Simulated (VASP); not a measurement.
TiGePd3, 5 atoms in the cell. The structure is cubic, space group Pm-3m (No. 221). The conventional cell has a = 4.685 Å, b = 4.685 Å, c = 4.685 Å, α = 90.00°, β = 90.00°, γ = 90.00°. Within 3.1 Å of Ti (site symmetry m-3m) lie 6 Pd at 2.34 Å. Within 4.4 Å of Ge (site symmetry m-3m) lie 12 Pd at 3.31 Å and 8 Ti at 4.06 Å. Within 3.1 Å of Pd (site symmetry 4/mmm) lie 2 Ti at 2.34 Å. The cell was generated, and may not be a known phase.

* Program: VASP 6.6.1
* Task: relaxation of cell and atoms
* Functional: PBE
* Potentials or basis: VASP PAW PBE potentials, release 64 (Ti_sv, Ge_d, Pd)
* Cutoff: 600 eV
* k mesh: 8 × 8 × 8
* Occupations: gaussian, width 0.1 eV
* Spin: collinear spin
* Starting moments: [0.33, 0.0, 0.0, 0.0, 0.0] μB
* Dipole correction: no
* Further INCAR settings: ALGO = Fast; EDIFF = 1e-06; IBRION = 2; EDIFFG = -0.01; NSW = 100; ISIF = 3

Potentials or basis: VASP PAW PBE potentials, release 64 (Ti_sv, Ge_d, Pd).

The run is started by

```sh
$ cat potpaw_PBE.64/Ti_sv/POTCAR potpaw_PBE.64/Ge_d/POTCAR potpaw_PBE.64/Pd/POTCAR > POTCAR
$ mpirun -np 4 vasp_std > vasp.out
```

Hardware: 4 MPI ranks on Oxide Virtual Turin-like Processor, on a shared host.

Question: How long does it take, and how much memory?

Answer: Wall time 13 min on 4 MPI ranks on Oxide Virtual Turin-like Processor, with other jobs on the host, peak memory 0.45 GiB a rank. Counts: scf iterations 91, k points 35, ion steps 2.
